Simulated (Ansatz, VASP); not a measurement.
# Hf: VASP beside Ansatz

```xyz
2
Lattice="-2.7566 2.7566 1.5038 2.7566 -2.7566 1.5038 2.7566 2.7566 -1.5038" Properties=species:S:1:pos:R:3 pbc="T T T"
Hf    0.0000    0.0000    0.0000
Hf    0.0000    2.7566    0.7519
```

Alike in both runs: task single point; functional PBE; k mesh 6 × 6 × 6; occupations gaussian, width 0.1 eV; no spin polarisation.

|  | VASP | Ansatz |
| --- | --- | --- |
| version | VASP 6.6.1 | Ansatz 0.2.0 |
| potentials or method | VASP PAW PBE potentials, release 64 (Hf_pv), cutoff 500 eV | scalar-relativistic, plane waves, PAW |
| valence electrons in the cell | 20 | 52 |

Ansatz gave:

* gap on the k mesh at the Fermi level (eV): none
* pressure (GPa): 2.1
* traceless stress, the component that is largest in VASP (GPa): -0.77

Which values does VASP return?

gap on the k mesh at the Fermi level (eV): none; pressure (GPa): 1.8; traceless stress, the component that is largest in VASP (GPa): -0.75.

A gap of «none» marks a metal or a gap that the smearing closes. VASP's potentials hold 20 valence electrons a cell and Ansatz's 52, so a difference there can come from the potentials and not from the codes.

The k mesh is coarse, so the values compare programs but aren't converged. Spin-orbit coupling is off throughout.
